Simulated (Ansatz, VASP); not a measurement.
KI in VASP and in Ansatz

File POSCAR:

```
KI
1.0
    0.0000000000      3.5327800000      3.5327800000
    3.5327800000      0.0000000000      3.5327800000
    3.5327800000      3.5327800000      0.0000000000
K I
1 1
Direct
    0.9927000000      0.0452400000      0.9804300000
    0.4500423420      0.5410376580      0.5462776580
```

File INCAR.step1:

```
PREC = Accurate
ENCUT = 550
ISMEAR = -1
SIGMA = 0.05
LREAL = F
LASPH = T
NELM = 120
NBANDS = 15
GGA = PE
ALGO = Normal
EDIFF = 1E-5
LWAVE = T
LCHARG = F
GGA_COMPAT = F
```

The input INCAR.step2:

```
PREC = Accurate
ENCUT = 550
EDIFF = 1E-6
ISMEAR = -1
SIGMA = 0.05
LREAL = F
LASPH = T
NELM = 120
ALGO = Normal
ISIF = 2
LWAVE = F
LCHARG = F
METAGGA = R2SCAN
LMIXTAU = T
NBANDS = 15
ISTART = 1
GGA_COMPAT = F
```

Contents of KPOINTS:

```
Automatic mesh
0
Gamma
  3 3 3
```

Input for Ansatz:

```yaml
crystal:
  lattice:
    - [0.0, 3.53278, 3.53278]
    - [3.53278, 0.0, 3.53278]
    - [3.53278, 3.53278, 0.0]
  atoms:
    - { symbol: K, position: [0.9927, 0.04524, 0.98043] }
    - { symbol: I, position: [0.45004234200827675, 0.5410376579917232, 0.5462776579917232] }
basis:
  ecutwfc: 650.0
  xc_grid: 2
kpoints:
  mp_grid:
    grid: [3, 3, 3]
hamiltonian:
  xc: r2scan
scf:
  convergence:
    dr2_threshold: 1.0e-09
  occupations:
    method: fermi_dirac
    width: 0.05
output:
  forces: true
  stress: true
```

Alike in both runs: task single point; functional r2SCAN; k mesh 3 × 3 × 3; occupations fermi-dirac, width 0.05 eV; no spin polarisation.

|  | VASP | Ansatz |
| --- | --- | --- |
| version | VASP 6.6.1 | Ansatz 0.2.0 |
| potentials or method | VASP PAW PBE potentials, release 64 (K_sv, I), cutoff 550 eV | plane waves, PAW |
| valence electrons in the cell | 16 | 26 |

Ansatz gave:

* pressure (GPa): 0.5
* traceless stress, the component that is largest in VASP (GPa): 0.33
* rms of the force components (eV/Å): 0.200

Task: What did VASP give for the same quantities?

Result: Pressure (GPa): 0.5; traceless stress, the component that is largest in VASP (GPa): 0.33; rms of the force components (eV/Å): 0.202.

VASP's potentials were made for PBE, not for r2SCAN. Atom by atom the forces differ by 0.002 eV/Å (rms over components). VASP's potentials hold 16 valence electrons a cell and Ansatz's 26, so a difference there can come from the potentials and not from the codes. Ansatz's warnings: stress scf threshold loose.

The k mesh is coarse, so the values compare programs but aren't converged. Spin-orbit coupling is off throughout.
